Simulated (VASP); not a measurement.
# Ti3CN3 in VASP: further runs

Runs on Ti3CN3. Level: PBE. Tasks: single point.

All numbers are computed with VASP 6.6.1; they aren't measurements. Logs are shortened: lines on timing, memory, paths and dates and some standing lists are left out, and cuts for length are marked.

## 1. The cell of the first run

The cell holds a slab with vacuum, 7 atoms: a = 3.003 Å, b = 3.003 Å, c = 19.758 Å, α = 90.00°, β = 90.00°, γ = 90.00°.

## 2. Single point, PBE

Input file INCAR:

```
ALGO     = Normal         # electronic algorithm
DIPOL    = 0.5 0.5 0.331
EDIFF    = 1E-6           # SCF threshold, eV
ENCUT    = 520            # plane-wave cutoff, eV
GGA      = PE             # functional
IDIPOL   = 3            
ISIF     = 2              # what is computed and relaxed
ISMEAR   = 0              # smearing method
LASPH    = T              # aspherical terms in the spheres
LCHARG   = F              # write CHGCAR
LDIPOL   = T            
LREAL    = F              # projectors in reciprocal space
LWAVE    = F              # write WAVECAR
NBANDS   = 36             # bands
NELM     = 80             # most SCF steps
PREC     = Accurate       # precision mode
SIGMA    = 0.1            # smearing width, eV
```

Input file KPOINTS:

```
k-points
0
Gamma
  9 9 1
```

Input file POSCAR:

```
Ti3CN3
1.0
    3.0028555063      0.0000000000      0.0000000000
    0.0000000000      3.0028555063      0.0000000000
    0.0000000000      0.0000000000     19.7584944394
Ti N C
3 3 1
Direct
    0.5000000000      0.5000000000      0.2024445745
    0.0000000000      0.0000000000      0.3072496205
    0.5000000000      0.5000000000      0.4076776406
    0.0000000000      0.0000000000      0.2024445745
    0.5000000000      0.5000000000      0.3055678855
    0.0000000000      0.0000000000      0.4179718482
    0.1250000000      0.2500000000      0.4730089906
```

Potentials or basis: VASP PAW PBE potentials, release 64 (Ti_sv, N, C).

Launch:

```bash
> cat potpaw_PBE.64/Ti_sv/POTCAR potpaw_PBE.64/N/POTCAR potpaw_PBE.64/C/POTCAR > POTCAR
> mpirun -np 1 vasp_std > vasp.out
```

OUTCAR:

```text
EDIFF = 1E-6
   ENCUT = 520
   GGA = PE
   ISIF = 2
   ISMEAR = 0
   LASPH = T
   LREAL = F
   NELM = 80
   PREC = Accurate

 ion  position               nearest neighbor table
   1  0.500  0.500  0.202-   5 2.04   4 2.12   4 2.12   4 2.12   4 2.12
   2  0.000  0.000  0.307-   4 2.07   5 2.12   5 2.12   5 2.12   5 2.12   6 2.19   3 2.91   3 2.91
                             3 2.91   3 2.91
   3  0.500  0.500  0.408-   7 1.87   5 2.02   6 2.13   6 2.13   6 2.13   6 2.13   7 2.40   2 2.91
                             2 2.91   2 2.91   2 2.91
   4  0.000  0.000  0.202-   2 2.07   1 2.12   1 2.12   1 2.12   1 2.12
   5  0.500  0.500  0.306-   3 2.02   1 2.04   2 2.12   2 2.12   2 2.12   2 2.12
   6  0.000  0.000  0.418-   7 1.37   3 2.13   3 2.13   3 2.13   3 2.13   2 2.19
   7  0.125  0.250  0.473-   6 1.37   3 1.87   3 2.40

  LATTYP: Found a simple tetragonal cell.
 ALAT       =     3.0028555063
 C/A-ratio  =     6.5799018294

  Lattice vectors:

 A1 = (   3.0028555063,   0.0000000000,   0.0000000000)
 A2 = (   0.0000000000,   3.0028555063,   0.0000000000)
 A3 = (   0.0000000000,   0.0000000000,  19.7584944394)

Analysis of symmetry for initial positions (statically):
=====================================================================
 Subroutine PRICEL returns:
 Original cell was already a primitive cell.

 Routine SETGRP: Setting up the symmetry group for a
 simple tetragonal supercell.

 Subroutine GETGRP returns: Found  1 space group operations
 (whereof  1 operations were pure point group operations)
 out of a pool of 16 trial point group operations.

The static configuration has the point symmetry C_1 .

Analysis of symmetry for dynamics (positions and initial velocities):
=====================================================================
 Subroutine PRICEL returns:
 Original cell was already a primitive cell.

 Routine SETGRP: Setting up the symmetry group for a
 simple tetragonal supercell.

 Subroutine GETGRP returns: Found  1 space group operations
 (whereof  1 operations were pure point group operations)
 out of a pool of 16 trial point group operations.

The dynamic configuration has the point symmetry C_1 .

 Subroutine INISYM returns: Found  1 space group operations
 (whereof  1 operations are pure point group operations),
 and found     1 'primitive' translations

----------------------------------------------------------------------------------------

                                     Primitive cell

[... 112 lines left out ...]
   NUPDOWN=      -1.0000    fix difference up-down
   EMIN   =  10.00;   EMAX   =-10.00  energy-range for DOS
   EFERMI =   0.00;   METHOD = LEGACY
   ISMEAR =     0;   SIGMA  =   0.10  broadening in eV -4-tet -1-fermi 0-gaus
   EFERMI_NEDOS =   21; number of points for ismear=-14 and -15
   IALGO  =     38    algorithm
   IMIX   =      4    mixing-type and parameters
     AMIX     =   0.40;   BMIX     =  1.00
     AMIX_MAG =   1.60;   BMIX_MAG =  1.00
  volume/ion in A,a.u.               =      25.45       171.76
  Fermi-wavevector in a.u.,A,eV,Ry     =   1.106424  2.090838 16.655892  1.224174
  Thomas-Fermi vector in A             =   2.242924
   LORBIT       =      0    0 simple, 1 ext, 2 COOP (PROOUT), +10 PAW based schemes
   GGA     = PE    functional components
   LHFCALC =     F    Hartree Fock is set to
   AEXX    =    0.0000 exact exchange contribution
   IVDW    =     0    specifies the selected vdW correction
   LEPSILON=     F    determine dielectric tensor
   LRPA    =     F    only Hartree local field effects (RPA)
 non-spin polarized calculation
 Gauss-broadening in eV      SIGMA  =   0.10
  energy-cutoff  :      520.00
  volume of cell :      178.17
 maximum number of plane-waves:      4826
   NGX = 11   NGY = 11   NGZ = 73

 dipolmoment           0.000000      0.000000     -0.413570 electrons x Angstroem

 number of electron      54.9999999 magnetization

 dipolmoment           0.000000      0.000000      0.210483 electrons x Angstroem

 Free energy of the ion-electron system (eV)
  ---------------------------------------------------
  ext. energy  EPLUGINS =         0.00000000
  ---------------------------------------------------
  free energy    TOTEN  =       -62.81894477 eV

  energy without entropy =      -62.80065321  energy(sigma->0) =      -62.80979899

 E-fermi :   1.2022     XC(G=0):  -5.5131

 val. band max:        1.2018364101   @ k =   0.1111   0.1111   0.0000
 cond. band min:       1.2116728488   @ k =   0.1111   0.0000   0.0000
 fundamental gap:      0.0098364387
 Fermi energy:         1.2022496221

 k-point     1 :       0.0000    0.0000    0.0000
  band No.  band energies     occupation
      1     -56.8067      2.00000
      2     -56.4592      2.00000
      3     -55.8669      2.00000
      4     -33.2822      2.00000
      5     -32.9030      2.00000
      6     -32.8602      2.00000
[... 925 lines left out ...]
     35       3.4232      0.00000
     36       3.5622      0.00000

 [... further k-points ...]

------------------------ aborting loop because EDIFF is reached ----------------------------------------

 vacuum level on the upper side and lower side of the slab       (xc-potential included)         2.050        -2.147

  FORCE on cell =-STRESS in cart. coord.  units (eV):
  Direction    XX          YY          ZZ          XY          YZ          ZX
  --------------------------------------------------------------------------------------
  -------------------------------------------------------------------------------------
  Total        3.0069514      3.1020385      2.0488148      0.2848340     -2.3572154     -3.0474257
  in kB       27.0404723     27.8955573     18.4242817      2.5614137    -21.1976216    -27.4044437
  external PRESSURE =      24.4534371 kB  Pullay stress =       0.0000000 kB

 VOLUME and BASIS-vectors are now :
 -----------------------------------------------------------------------------
  energy-cutoff  :      520.00
  volume of cell :      178.17
      direct lattice vectors                 reciprocal lattice vectors
     3.002855506  0.000000000  0.000000000     0.333016357  0.000000000  0.000000000
     0.000000000  3.002855506  0.000000000     0.000000000  0.333016357  0.000000000
     0.000000000  0.000000000 19.758494439     0.000000000  0.000000000  0.050611144

 POSITION                                       TOTAL-FORCE (eV/Angst)
 -----------------------------------------------------------------------------------
      1.50143      1.50143      4.00000         0.003739     -0.088812      1.704387
      0.00000      0.00000      6.07079         0.100268     -0.019254      0.079235
      1.50143      1.50143      8.05510         1.928293      1.267089      0.206257
      0.00000      0.00000      4.00000        -0.045539      0.010586     -1.540611
      1.50143      1.50143      6.03756        -0.046236      0.047477     -1.302079
      0.00000      0.00000      8.25849         0.557403      0.961455      0.751245
      0.37536      0.75071      9.34595        -2.497929     -2.178540      0.101566
 -----------------------------------------------------------------------------------
    total drift:                                0.000016      0.000062      0.000206

  FREE ENERGIE OF THE ION-ELECTRON SYSTEM (eV)
  ---------------------------------------------------
  free  energy   TOTEN  =       -62.8189447729 eV

  energy  without entropy=      -62.8006532142  energy(sigma->0) =      -62.80979899

 vacuum level on the upper side and lower side of the slab         7.590         3.238
```

stdout:

```text
POSCAR found type information on POSCAR TiN C
 POSCAR found :  3 types and       7 ions
 scaLAPACK will be used
 LDA part: xc-table for (Slater+PW92), standard interpolation
 POSCAR, INCAR and KPOINTS ok, starting setup
 FFT: planning ... GRIDC
 FFT: planning ... GRID_SOFT
 FFT: planning ... GRID
 WAVECAR not read
 entering main loop
```

It took 6.6 min on 1 thread of Intel Xeon Platinum 8488C (Sapphire Rapids), shared host; peak memory 0.41 GiB.

What came out:

```yaml
Free_energy: -62.8189 eV
Largest_force: 3.316 eV/Å
Band_gap_on_the_k_mesh: zero (an odd number of electrons rules out a gap without spin polarisation)
```

Forces on the atoms (eV/Å):
```
Ti   0.004 -0.089  1.704
Ti   0.100 -0.019  0.079
Ti   1.928  1.267  0.206
N   -0.046  0.011 -1.541
N   -0.046  0.047 -1.302
N    0.557  0.961  0.751
C   -2.498 -2.179  0.102
```

(Continued in part 2 of 2.)

The gap in the log of VASP goes by the Fermi energy; the results here count the filled bands.